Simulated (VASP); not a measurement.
# Ge (R-3) in VASP: single point with PBEsol

Aim: the single point of Ge with PBEsol.

Program: VASP 6.6.1. These are calculated values, not measurements. Logs are shortened: lines on timing, memory, paths and dates and some standing lists are left out, and cuts for length are marked.

**1. The cell of the first run**

Symmetry: R-3, No. 148, trigonal system. Conventional cell: a = 9.355 Å, b = 9.355 Å, c = 5.155 Å, α = 90.00°, β = 90.00°, γ = 120.00°. Within 3.0 Å of Ge (site symmetry 3) lie 5 Ge at 2.23 to 2.93 Å. Within 3.0 Å of Ge (site symmetry 1) lie 4 Ge at 2.26 to 2.35 Å.

**2. Single point, PBEsol**

File INCAR:

```
  PREC = Accurate
  ENCUT = 520
  EDIFF = 1E-7
  ISMEAR = 0
  SIGMA = 0.15
  LREAL = F
  LASPH = T
  NELM = 80
  ALGO = Fast
  ISIF = 2
  LWAVE = F
  LCHARG = F
  GGA = PS
  NBANDS = 66
```

File KPOINTS:

```
regular mesh
0
Gamma
  9 9 9
```

File POSCAR:

```
Ge
1.0
    4.6777000000      2.7006713542      1.7183666667
   -4.6777000000      2.7006713542      1.7183666667
    0.0000000000     -5.4013427084      1.7183666667
Ge
8
Direct
    0.7160166262      0.7160166262      0.7160166262
    0.2839833738      0.2839833738      0.2839833738
    0.0302911486      0.7262027915      0.5337905696
    0.5337905696      0.0302911486      0.7262027915
    0.7262027915      0.5337905696      0.0302911486
    0.9697088514      0.2737972085      0.4662094304
    0.4662094304      0.9697088514      0.2737972085
    0.2737972085      0.4662094304      0.9697088514
```

Potentials or basis: VASP PAW PBE potentials, release 64 (Ge_d).

Launch:

```
$ cat potpaw_PBE.64/Ge_d/POTCAR > POTCAR
$ mpirun -np 1 vasp_std > vasp.out
```

OUTCAR:

```text
PREC = Accurate
   ENCUT = 520
   EDIFF = 1E-7
   ISMEAR = 0
   LREAL = F
   LASPH = T
   NELM = 80
   ISIF = 2
   GGA = PS

 ion  position               nearest neighbor table
   1  0.716  0.716  0.716-   2 2.23   4 2.35   3 2.35   5 2.35
   2  0.284  0.284  0.284-   1 2.23   7 2.35   6 2.35   8 2.35
   3  0.030  0.726  0.534-   4 2.26   5 2.26   6 2.32   1 2.35
   4  0.534  0.030  0.726-   5 2.26   3 2.26   7 2.32   1 2.35
   5  0.726  0.534  0.030-   4 2.26   3 2.26   8 2.32   1 2.35
   6  0.970  0.274  0.466-   7 2.26   8 2.26   3 2.32   2 2.35
   7  0.466  0.970  0.274-   8 2.26   6 2.26   4 2.32   2 2.35
   8  0.274  0.466  0.970-   7 2.26   6 2.26   5 2.32   2 2.35

  LATTYP: Found a trigonal (rhomboedric) cell.
 ALAT       =     5.6680937761
 COS(alpha) =    -0.3621366319

  Lattice vectors:

 A1 = (   4.6777000000,   2.7006713542,   1.7183666667)
 A2 = (  -4.6777000000,   2.7006713542,   1.7183666667)
 A3 = (   0.0000000000,  -5.4013427084,   1.7183666667)

Analysis of symmetry for initial positions (statically):
=====================================================================
 Subroutine PRICEL returns:
 Original cell was already a primitive cell.

 Routine SETGRP: Setting up the symmetry group for a
 trigonal (rhombohedral) supercell.

 Subroutine GETGRP returns: Found  6 space group operations
 (whereof  6 operations were pure point group operations)
 out of a pool of 12 trial point group operations.

The static configuration has the point symmetry S_6 .

Analysis of symmetry for dynamics (positions and initial velocities):
=====================================================================
 Subroutine PRICEL returns:
 Original cell was already a primitive cell.

 Routine SETGRP: Setting up the symmetry group for a
 trigonal (rhombohedral) supercell.

 Subroutine GETGRP returns: Found  6 space group operations
 (whereof  6 operations were pure point group operations)
 out of a pool of 12 trial point group operations.

The dynamic configuration has the point symmetry S_6 .

 Subroutine INISYM returns: Found  6 space group operations
 (whereof  6 operations are pure point group operations),
 and found     1 'primitive' translations

----------------------------------------------------------------------------------------

                                     Primitive cell

  volume of cell :     130.2480

  direct lattice vectors                    reciprocal lattice vectors
     4.677700000  2.700671354  1.718366667     0.106890138  0.061713050  0.193982658
    -4.677700000  2.700671354  1.718366667    -0.106890138  0.061713050  0.193982658
     0.000000000 -5.401342708  1.718366667     0.000000000 -0.123426100  0.193982658

  length of vectors
     5.668093776  5.668093776  5.668093776     0.229920147  0.229920147  0.229920147

  position of ions in fractional coordinates (direct lattice)
     0.716016626  0.716016626  0.716016626
     0.283983374  0.283983374  0.283983374
     0.030291149  0.726202792  0.533790570
     0.533790570  0.030291149  0.726202792
     0.726202792  0.533790570  0.030291149
     0.969708851  0.273797208  0.466209430
     0.466209430  0.969708851  0.273797208
     0.273797208  0.466209430  0.969708851

  ion indices of the primitive-cell ions
   primitive index   ion index
                 1           1
                 2           2
                 3           3
                 4           4
                 5           5
                 6           6
                 7           7
                 8           8

----------------------------------------------------------------------------------------

 KPOINTS: regular mesh

Automatic generation of k-mesh.
 Grid dimensions read from file:
 generate k-points for:    9    9    9

 Generating k-lattice:

  Cartesian coordinates                     Fractional coordinates (reciprocal lattice)
     0.011876682  0.006857006  0.021553629     0.111111111 -0.000000000  0.000000000
    -0.011876682  0.006857006  0.021553629    -0.000000000  0.111111111  0.000000000
     0.000000000 -0.013714011  0.021553629     0.000000000  0.000000000  0.111111111

  Length of vectors
     0.025546683  0.025546683  0.025546683

  Shift w.r.t. Gamma in fractional coordinates (k-lattice)
     0.000000000  0.000000000  0.000000000

 Subroutine IBZKPT returns following result:
 ===========================================

 Found    125 irreducible k-points:

 Following reciprocal coordinates:
            Coordinates               Weight
  0.000000  0.000000  0.000000      1.000000
  0.111111  0.000000  0.000000      6.000000
  0.222222  0.000000  0.000000      6.000000
  0.333333  0.000000  0.000000      6.000000
  0.444444  0.000000  0.000000      6.000000
  0.111111  0.111111  0.000000      6.000000
[... 16 lines left out ...]
  0.444444  0.222222 -0.000000      6.000000
 -0.444444 -0.000000 -0.222222      6.000000
 [... further k-points ...]
   k-points           NKPTS =    125   k-points in BZ     NKDIM =    125   number of bands    NBANDS=     66
   number of dos      NEDOS =    301   number of ions     NIONS =      8
   total plane-waves  NPLWV =  74088
   dimension x,y,z NGX =    42 NGY =   42 NGZ =   42
   dimension x,y,z NGXF=    84 NGYF=   84 NGZF=   84
   ions per type =               8
   NGX,Y,Z   is equivalent  to a cutoff of  12.32, 12.32, 12.32 a.u.
   NGXF,Y,Z  is equivalent  to a cutoff of  24.64, 24.64, 24.64 a.u.
 SYSTEM =  unknown system
   PREC   = accura    normal or accurate (medium, high low for compatibility)
   ISTART =      0    job   : 0-new  1-cont  2-samecut
   ICHARG =      2    charge: 1-file 2-atom 10-const
   ISPIN  =      1    spin polarized calculation?
   LNONCOLLINEAR =      F non collinear calculations
   LSORBIT =      F    spin-orbit coupling
   LASPH  =      T    aspherical Exc in radial PAW
   ENCUT  =  520.0 eV  38.22 Ry    6.18 a.u.  10.54 10.54 10.54*2*pi/ulx,y,z
   NELM   =     80;   NELMIN=  2; NELMDL= -5     # of ELM steps
   EDIFF  = 0.1E-06   stopping-criterion for ELM
   LREAL  =      F    real-space projection
   EDIFFG = 0.1E-05   stopping-criterion for IOM
   NSW    =      0    number of steps for IOM
   IBRION =     -1    ionic relax: 0-MD 1-quasi-New 2-CG
   NFREE  =      0    steps in history (QN), initial steepest desc. (CG)
   ISIF   =      2    stress and relaxation
   ISYM   =      2    0-nonsym 1-usesym 2-fastsym
   POTIM  = 0.5000    time-step for ionic-motion
   TEBEG  =    0.0;   TEEND  =   0.0 temperature during run
   PSTRESS=    0.0 pullay stress
   NELECT =     112.0000    total number of electrons
   NUPDOWN=      -1.0000    fix difference up-down
   EMIN   =  10.00;   EMAX   =-10.00  energy-range for DOS
   EFERMI =   0.00;   METHOD = LEGACY
   ISMEAR =     0;   SIGMA  =   0.15  broadening in eV -4-tet -1-fermi 0-gaus
   EFERMI_NEDOS =   21; number of points for ismear=-14 and -15
   IALGO  =     68    algorithm
   IMIX   =      4    mixing-type and parameters
     AMIX     =   0.40;   BMIX     =  1.00
     AMIX_MAG =   1.60;   BMIX_MAG =  1.00
  volume/ion in A,a.u.               =      16.28       109.87
  Fermi-wavevector in a.u.,A,eV,Ry     =   1.556768  2.941864 32.974063  2.423525
  Thomas-Fermi vector in A             =   2.660515
   LORBIT       =      0    0 simple, 1 ext, 2 COOP (PROOUT), +10 PAW based schemes
   GGA     = PS    functional components
   LHFCALC =     F    Hartree Fock is set to
   AEXX    =    0.0000 exact exchange contribution
   IVDW    =     0    specifies the selected vdW correction
   LEPSILON=     F    determine dielectric tensor
   LRPA    =     F    only Hartree local field effects (RPA)
 non-spin polarized calculation
 RMM-DIIS sequential band-by-band and
 Gauss-broadening in eV      SIGMA  =   0.15
  energy-cutoff  :      520.00
  volume of cell :      130.25
 maximum number of plane-waves:      3529
 NGX is ok and might be reduce to    42
   NGX = 21   NGY = 21   NGZ = 21

 number of electron     112.0000009 magnetization

 Free energy of the ion-electron system (eV)
  ---------------------------------------------------
  ext. energy  EPLUGINS =         0.00000000
  ---------------------------------------------------
  free energy    TOTEN  =       -35.68361579 eV

  energy without entropy =      -35.67342636  energy(sigma->0) =      -35.67852107

 E-fermi :   8.2671     XC(G=0): -11.9820

 val. band max:        8.2120977431   @ k =  -0.4444  -0.4444   0.3333
 cond. band min:       8.2889570371   @ k =  -0.4444   0.4444   0.4444
 fundamental gap:      0.0768592940
 Fermi energy:         8.2671245278

 k-point     1 :       0.0000    0.0000    0.0000
  band No.  band energies     occupation
      1     -16.9021      2.00000
      2     -16.8711      2.00000
      3     -16.8711      2.00000
      4     -16.8332      2.00000
      5     -16.8332      2.00000
      6     -16.8086      2.00000
[... 58 lines left out ...]
     65      14.9180      0.00000
     66      15.5184      0.00000

 k-point     2 :       0.1111    0.0000    0.0000
  band No.  band energies     occupation
      1     -16.8984      2.00000
      2     -16.8705      2.00000
      3     -16.8681      2.00000
      4     -16.8367      2.00000
      5     -16.8308      2.00000
      6     -16.8089      2.00000
[... 58 lines left out ...]
     65      14.4656      0.00000
     66      15.0447      0.00000

 k-point     3 :       0.2222    0.0000    0.0000
  band No.  band energies     occupation
      1     -16.8889      2.00000
      2     -16.8685      2.00000
      3     -16.8600      2.00000
      4     -16.8439      2.00000
      5     -16.8244      2.00000
      6     -16.8104      2.00000
[... 1438 lines left out ...]
     65      13.7846      0.00000
     66      14.0401      0.00000

 k-point    24 :      -0.4444   -0.0000   -0.2222
  band No.  band energies     occupation
      1     -16.8851      2.00000
      2     -16.8663      2.00000
      3     -16.8480      2.00000
      4     -16.8434      2.00000
      5     -16.8115      2.00000
      6     -16.7882      2.00000
[... 58 lines left out ...]
     65      13.8127      0.00000
     66      14.0839      0.00000

 [... further k-points ...]

------------------------ aborting loop because EDIFF is reached ----------------------------------------

  FORCE on cell =-STRESS in cart. coord.  units (eV):
  Direction    XX          YY          ZZ          XY          YZ          ZX
  --------------------------------------------------------------------------------------
  -------------------------------------------------------------------------------------
  Total       18.8891757     18.8891757     35.6182572     -0.0000003      0.0000000      0.0000000
  in kB      232.3551991    232.3551991    438.1391438     -0.0000034      0.0000000      0.0000000
  external PRESSURE =     300.9498473 kB  Pullay stress =       0.0000000 kB

 VOLUME and BASIS-vectors are now :
 -----------------------------------------------------------------------------
  energy-cutoff  :      520.00
  volume of cell :      130.25
      direct lattice vectors                 reciprocal lattice vectors
     4.677700000  2.700671354  1.718366667     0.106890138  0.061713050  0.193982658
    -4.677700000  2.700671354  1.718366667    -0.106890138  0.061713050  0.193982658
     0.000000000 -5.401342708  1.718366667     0.000000000 -0.123426100  0.193982658

 POSITION                                       TOTAL-FORCE (eV/Angst)
 -----------------------------------------------------------------------------------
      0.00000      0.00000      3.69114         0.000000      0.000000      2.384221
      0.00000      0.00000      1.46396         0.000000     -0.000000     -2.384221
     -3.25527     -0.84014      2.21718        -0.705973     -0.765564      0.596776
      2.35522     -2.39907      2.21718         1.015984     -0.228609      0.596776
      0.90005      3.23922      2.21718        -0.310011      0.994173      0.596776
      3.25527      0.84014      2.93792         0.705973      0.765564     -0.596776
     -2.35522      2.39907      2.93792        -1.015984      0.228609     -0.596776
     -0.90005     -3.23922      2.93792         0.310011     -0.994173     -0.596776
 -----------------------------------------------------------------------------------
    total drift:                               -0.000000      0.000000     -0.000000

  FREE ENERGIE OF THE ION-ELECTRON SYSTEM (eV)
  ---------------------------------------------------
  free  energy   TOTEN  =       -35.6836157851 eV

  energy  without entropy=      -35.6734263610  energy(sigma->0) =      -35.67852107
```

Run time: 47 min. Hardware: 1 thread of Oxide Virtual Turin-like, shared host; peak memory 0.71 GiB.

What came out:

* Free energy: -35.6836 eV
* Pressure: 30.1 GPa
* Largest force: 2.384 eV/Å
* Band gap on the k mesh: zero (bands 56 and 57 overlap by 0.19 eV)

Forces on the atoms (eV/Å):
```
Ge   0.000  0.000  2.384
Ge   0.000  0.000 -2.384
Ge  -0.706 -0.766  0.597
Ge   1.016 -0.229  0.597
Ge  -0.310  0.994  0.597
Ge   0.706  0.766 -0.597
Ge  -1.016  0.229 -0.597
Ge   0.310 -0.994 -0.597
```

Levels at points of the mesh, in eV from the Fermi level:
```
           k point  band 54  band 55  band 56  band 57  band 58  band 59
(0.00, 0.00, 0.00)    -1.40    -1.40    -1.03     2.08     2.39     2.39
```

Caveat: the stress differs along the axes, from 23 to 44 GPa; semilocal functionals underestimate gaps, and a narrow one can read as zero; the PAW data sets were made with another functional, which shifts forces and pressure a little.

The gap in the log of VASP goes by the Fermi energy; the results here count the filled bands.